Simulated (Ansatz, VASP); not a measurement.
**Two plane-wave programs on GaN**

POSCAR

```
GaN
1.0
    0.0000000000      2.2489367673      2.2489367673
    2.2489367673      0.0000000000      2.2489367673
    2.2489367673      2.2489367673      0.0000000000
Ga N
1 1
Direct
    0.0000000000      0.0000000000      0.0000000000
    0.7114917851      0.7628360716      0.7628360716
```

File INCAR.step1:

```
ALGO = Normal ; EDIFF = 1E-5
ENCUT = 1460 ; GGA = PE
GGA_COMPAT = F ; ISMEAR = 0
LASPH = T ; LCHARG = F
LREAL = F ; LWAVE = T
NBANDS = 16 ; NELM = 120
PREC = Accurate ; SIGMA = 0.05
```

File INCAR.step2:

```
ALGO = Normal ; EDIFF = 1E-6
ENCUT = 1460 ; GGA_COMPAT = F
ISIF = 2 ; ISMEAR = 0
ISTART = 1 ; LASPH = T
LCHARG = F ; LMIXTAU = T
LREAL = F ; LWAVE = F
METAGGA = R2SCAN ; NBANDS = 16
NELM = 120 ; PREC = Accurate
SIGMA = 0.05
```

KPOINTS

```
k-points
0
Gamma
  10 10 10
```

Input for Ansatz:

```yaml
crystal:
  lattice:
    - [0.0, 2.2489367673, 2.2489367673]
    - [2.2489367673, 0.0, 2.2489367673]
    - [2.2489367673, 2.2489367673, 0.0]
  atoms:
    - { symbol: Ga, position: [0.0, 0.0, 0.0] }
    - { symbol: "N", position: [0.7114917851, 0.7628360716, 0.7628360716] }
basis:
  ecutwfc: 500
kpoints:
  mp_grid: { grid: [10, 10, 10] }
hamiltonian:
  xc: r2scan
scf:
  occupations: { method: gaussian, width: 0.05 }
output:
  forces: true
  stress: true
  eigenvalues: true
```

Change from the starting cell: all N atoms moved +0.100 Å, as atom 2 towards its neighbour atom 1 (Ga) at 1.948 Å.

Alike in both runs: task single point; functional r2SCAN; k mesh 10 × 10 × 10; occupations gaussian, width 0.05 eV; no spin polarisation.

|  | VASP | Ansatz |
| --- | --- | --- |
| version | VASP 6.6.1 | Ansatz 0.2.0 |
| potentials or method | VASP PAW PBE potentials, release 64 (Ga_d, N_h), cutoff 1460 eV | scalar-relativistic, plane waves, PAW |
| valence electrons in the cell | 18 | 18 |

```tsv
	VASP	Ansatz	Ansatz less VASP
gap on the k mesh at the Fermi level (eV)	2.05	2.06	+0.006
least direct gap on the mesh (eV)	2.05	2.06	+0.006
pressure (GPa)	2.3	1.2	-1.11
traceless stress, the component that is largest in VASP (GPa)	-4.60	-4.47	+0.125
rms of the force components (eV/Å)	0.959	0.947	-0.0116
```

VASP's potentials were made for PBE, not for r2SCAN. Atom by atom the forces differ by 0.012 eV/Å (rms over components).
